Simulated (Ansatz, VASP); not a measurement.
PbO2: VASP beside Ansatz

```
Pb O
1.0
     4.99852    0.00000    0.00000
     0.00000    4.99852    0.00000
     0.00000    0.00000    3.41090
Pb O
2 4
Direct
  0.00000 0.00000 0.00000
  0.50000 0.50000 0.50000
  0.30763 0.30763 0.00000
  0.19237 0.80763 0.50000
  0.69237 0.69237 0.00000
  0.80763 0.19237 0.50000
```

Alike in both runs: functional PBEsol; k mesh 8 × 8 × 10; occupations gaussian, width 0.1 eV; no spin polarisation.

Ansatz relaxed the structure, and its values are those at the end. VASP's run is a single point on that final structure, the one shown.

|  | VASP | Ansatz |
| --- | --- | --- |
| version | VASP 6.6.1 | Ansatz 0.2.0 |
| potentials or method | VASP PAW PBE potentials, release 64 (Pb_d, O), cutoff 520 eV | scalar-relativistic, plane waves, PAW |
| valence electrons in the cell | 52 | 52 |

|  | VASP | Ansatz | Ansatz less VASP |
| --- | --- | --- | --- |
| pressure (GPa) | 0.2 | 0.0 | -0.25 |
| rms of the force components (eV/Å) | 0.005 | 0.000 | -0.0047 |

VASP's potentials were made for PBE, not for PBEsol.

Neither program's run includes spin-orbit coupling.
